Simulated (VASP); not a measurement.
# Al3N in VASP: further runs, part 3 of 4

VASP 6.6.1. Earlier steps stand in the parts before.

### Step 5. Single point, PBE, collinear spin, ferromagnetic start

INCAR reads:

```
PREC = Accurate ; ENCUT = 520
EDIFF = 1E-6 ; ISMEAR = 0
SIGMA = 0.1 ; LREAL = F
LASPH = T ; NELM = 150
ALGO = Normal ; ISIF = 2
LWAVE = F ; LCHARG = F
ISPIN = 2 ; MAGMOM = 0 0 0 3
LORBIT = 11 ; LDIPOL = T
IDIPOL = 3 ; DIPOL = 0.5 0.5 0.342
GGA = PE ; NBANDS = 19
```

KPOINTS reads:

```
regular mesh
0
Gamma
  9 9 1
```

POSCAR reads:

```
Al3N
1.0
    2.8567582919      0.0000000000      0.0000000000
   -1.4283791460      2.4740252533      0.0000000000
    0.0000000000      0.0000000000     21.6013781961
Al N
3 1
Direct
    0.6666666667      0.3333333333      0.1851733701
    0.3333333333      0.6666666667      0.2916813827
    0.0000000000      0.0000000000      0.3981865471
    0.0000000000      0.0000000000      0.4940137661
```

Potentials or basis: VASP PAW PBE potentials, release 64 (Al, N).

The run is started by

```sh
$ cat potpaw_PBE.64/Al/POTCAR potpaw_PBE.64/N/POTCAR > POTCAR
$ mpirun -np 1 vasp_std > vasp.out
```

OUTCAR:

```text
PREC = Accurate
   ENCUT = 520
   EDIFF = 1E-6
   ISMEAR = 0
   LREAL = F
   LASPH = T
   NELM = 150
   ISIF = 2
   ISPIN = 2
   LORBIT = 11
   GGA = PE

 ion  position               nearest neighbor table
   1  0.667  0.333  0.185-   2 2.83   2 2.83   2 2.83
   2  0.333  0.667  0.292-   3 2.83   3 2.83   3 2.83   1 2.83   1 2.83   1 2.83
   3  0.000  0.000  0.398-   4 2.07   2 2.83   2 2.83   2 2.83
   4  0.000  0.000  0.494-   3 2.07

  LATTYP: Found a hexagonal cell.
 ALAT       =     2.8567582919
 C/A-ratio  =     7.5615001302

  Lattice vectors:

 A1 = (   2.8567582919,   0.0000000000,   0.0000000000)
 A2 = (  -1.4283791460,   2.4740252533,   0.0000000000)
 A3 = (   0.0000000000,   0.0000000000,  21.6013781961)

Analysis of symmetry for initial positions (statically):
=====================================================================
 Subroutine PRICEL returns:
 Original cell was already a primitive cell.

 Routine SETGRP: Setting up the symmetry group for a
 hexagonal supercell.

 Subroutine GETGRP returns: Found  6 space group operations
 (whereof  6 operations were pure point group operations)
 out of a pool of 24 trial point group operations.

The static configuration has the point symmetry C_3v.

Analysis of symmetry for dynamics (positions and initial velocities):
=====================================================================
 Subroutine PRICEL returns:
 Original cell was already a primitive cell.

 Routine SETGRP: Setting up the symmetry group for a
 hexagonal supercell.

 Subroutine GETGRP returns: Found  6 space group operations
 (whereof  6 operations were pure point group operations)
 out of a pool of 24 trial point group operations.

The dynamic configuration has the point symmetry C_3v.

Analysis of structural, dynamic, and magnetic symmetry:
=====================================================================
 Subroutine PRICEL returns:
 Original cell was already a primitive cell.

 Routine SETGRP: Setting up the symmetry group for a
 hexagonal supercell.

 Subroutine GETGRP returns: Found  6 space group operations
 (whereof  6 operations were pure point group operations)
 out of a pool of 24 trial point group operations.

The overall configuration has the point symmetry C_3v.

 Subroutine INISYM returns: Found  6 space group operations
 (whereof  6 operations are pure point group operations),
 and found     1 'primitive' translations

----------------------------------------------------------------------------------------

                                     Primitive cell

  volume of cell :     152.6719

  direct lattice vectors                    reciprocal lattice vectors
     2.856758292  0.000000000  0.000000000     0.350047116  0.202099796  0.000000000
    -1.428379146  2.474025253  0.000000000     0.000000000  0.404199593  0.000000000
     0.000000000  0.000000000 21.601378196     0.000000000  0.000000000  0.046293343

  length of vectors
     2.856758292  2.856758292 21.601378196     0.404199593  0.404199593  0.046293343

  position of ions in fractional coordinates (direct lattice)
     0.666666667  0.333333333  0.185173370
     0.333333333  0.666666667  0.291681383
[... 74 lines left out ...]
   ISIF   =      2    stress and relaxation
   ISYM   =      2    0-nonsym 1-usesym 2-fastsym
   POTIM  = 0.5000    time-step for ionic-motion
   TEBEG  =    0.0;   TEEND  =   0.0 temperature during run
   PSTRESS=    0.0 pullay stress
   NELECT =      14.0000    total number of electrons
   NUPDOWN=      -1.0000    fix difference up-down
   EMIN   =  10.00;   EMAX   =-10.00  energy-range for DOS
   EFERMI =   0.00;   METHOD = LEGACY
   ISMEAR =     0;   SIGMA  =   0.10  broadening in eV -4-tet -1-fermi 0-gaus
   EFERMI_NEDOS =   21; number of points for ismear=-14 and -15
   IALGO  =     38    algorithm
   IMIX   =      4    mixing-type and parameters
     AMIX     =   0.40;   BMIX     =  1.00
     AMIX_MAG =   1.60;   BMIX_MAG =  1.00
  volume/ion in A,a.u.               =      38.17       257.57
  Fermi-wavevector in a.u.,A,eV,Ry     =   0.738240  1.395072  7.415160  0.544999
  Thomas-Fermi vector in A             =   1.832115
   LORBIT       =     11    0 simple, 1 ext, 2 COOP (PROOUT), +10 PAW based schemes
   GGA     = PE    functional components
   LHFCALC =     F    Hartree Fock is set to
   AEXX    =    0.0000 exact exchange contribution
   IVDW    =     0    specifies the selected vdW correction
   LEPSILON=     F    determine dielectric tensor
   LRPA    =     F    only Hartree local field effects (RPA)
 spin polarized calculation
 Gauss-broadening in eV      SIGMA  =   0.10
  energy-cutoff  :      520.00
  volume of cell :      152.67
 maximum number of plane-waves:      4139
 NGX is ok and might be reduce to    24
   NGX = 11   NGY = 11   NGZ = 81

 number of electron      13.9999999 magnetization       0.0012452

 number of electron      13.9999999 magnetization      -0.0000735

 dipolmoment           0.000000      0.000000      0.164081 electrons x Angstroem

 Free energy of the ion-electron system (eV)
  ---------------------------------------------------
  ext. energy  EPLUGINS =         0.00000000
  ---------------------------------------------------
  free energy    TOTEN  =       -14.99654986 eV

  energy without entropy =      -14.98629955  energy(sigma->0) =      -14.99142470

 E-fermi :  -1.1922     XC(G=0):  -4.7962

 val. band max:       -1.2148538921   @ k =   0.3333   0.2222   0.0000
 cond. band min:      -1.0180372635   @ k =   0.4444   0.1111   0.0000
 fundamental gap:      0.1968166287
 Fermi energy:        -1.1921578954

 spin component 1

 k-point     1 :       0.0000    0.0000    0.0000
  band No.  band energies     occupation
      1     -14.5699      1.00000
      2     -11.6854      1.00000
      3      -9.7968      1.00000
      4      -6.9637      1.00000
      5      -4.1691      1.00000
      6      -1.7108      1.00000
[... 240 lines left out ...]
      5      -3.1673      1.00000
      6      -2.9785      1.00000
[... 11 lines left out ...]
     18       8.6443      0.00000
     19       8.7874      0.00000
 Fermi energy:        -1.1921578954

 spin component 2

 k-point     1 :       0.0000    0.0000    0.0000
  band No.  band energies     occupation
      1     -14.5698      1.00000
      2     -11.6854      1.00000
      3      -9.7969      1.00000
      4      -6.9638      1.00000
      5      -4.1692      1.00000
      6      -1.7111      1.00000
[... 241 lines left out ...]
      6      -2.9783      1.00000
[... 11 lines left out ...]
     18       8.6429      0.00000
     19       8.7861      0.00000

------------------------ aborting loop because EDIFF is reached ----------------------------------------

 vacuum level on the upper side and lower side of the slab       (xc-potential included)         2.082        -1.997

  FORCE on cell =-STRESS in cart. coord.  units (eV):
  Direction    XX          YY          ZZ          XY          YZ          ZX
  --------------------------------------------------------------------------------------
  -------------------------------------------------------------------------------------
  Total       -2.2637712     -2.2637712     -4.0955443      0.0000000      0.0000000     -0.0000000
  in kB      -23.7565861    -23.7565861    -42.9796746      0.0000000      0.0000000     -0.0000000
  external PRESSURE =     -30.1642823 kB  Pullay stress =       0.0000000 kB

 VOLUME and BASIS-vectors are now :
 -----------------------------------------------------------------------------
  energy-cutoff  :      520.00
  volume of cell :      152.67
      direct lattice vectors                 reciprocal lattice vectors
     2.856758292  0.000000000  0.000000000     0.350047116  0.202099796  0.000000000
    -1.428379146  2.474025253  0.000000000     0.000000000  0.404199593  0.000000000
     0.000000000  0.000000000 21.601378196     0.000000000  0.000000000  0.046293343

 POSITION                                       TOTAL-FORCE (eV/Angst)
 -----------------------------------------------------------------------------------
      1.42838      0.82468      4.00000        -0.000000      0.000000     -0.168253
     -0.00000      1.64935      6.30072         0.000000     -0.000000      0.229794
      0.00000      0.00000      8.60138         0.000000     -0.000000      2.036133
      0.00000      0.00000     10.67138        -0.000000     -0.000000     -2.097674
 -----------------------------------------------------------------------------------
    total drift:                               -0.000000      0.000000      0.000041

  FREE ENERGIE OF THE ION-ELECTRON SYSTEM (eV)
  ---------------------------------------------------
  free  energy   TOTEN  =       -14.9965498605 eV

  energy  without entropy=      -14.9862995494  energy(sigma->0) =      -14.99142470

 vacuum level on the upper side and lower side of the slab         7.289         3.106

 total charge

# of ion       s       p       d       tot
------------------------------------------
    1        0.449   0.313   0.000   0.762
    2        0.426   0.345   0.000   0.770
    3        0.419   0.341   0.000   0.760
    4        1.376   1.904   0.000   3.281
--------------------------------------------------
tot          2.670   2.902   0.000   5.572

 magnetization (x)

# of ion       s       p       d       tot
------------------------------------------
    1       -0.000  -0.000   0.000  -0.000
    2        0.000   0.000   0.000   0.000
    3        0.000  -0.000   0.000   0.000
    4        0.000  -0.000   0.000  -0.000
--------------------------------------------------
tot          0.000  -0.000   0.000  -0.000
```

stdout:

```text
POSCAR found type information on POSCAR AlN
 POSCAR found :  2 types and       4 ions
 scaLAPACK will be used
 LDA part: xc-table for (Slater+PW92), standard interpolation
 POSCAR, INCAR and KPOINTS ok, starting setup
 FFT: planning ... GRIDC
 FFT: planning ... GRID_SOFT
 FFT: planning ... GRID
 WAVECAR not read
 entering main loop
```

Wall time 6.6 min (1 thread of Intel Xeon Platinum 8259CL at 2.50GHz (Skylake/Cascade Lake), shared host); peak memory 0.39 GiB.

What came out:

* Free energy: -14.9965 eV
* Largest force: 2.098 eV/Å
* Band gap on the k mesh: zero (filled and empty bands overlap)
* Net moment: 0.00 μB per cell
* Valence electrons inside the program's atomic spheres: Al 0.76, 0.77; N 3.28

Forces on the atoms (eV/Å):
```
Al   0.000  0.000 -0.168
Al   0.000  0.000  0.230
Al   0.000  0.000  2.036
N    0.000  0.000 -2.098
```

(Part 3 of 4 ends here.)
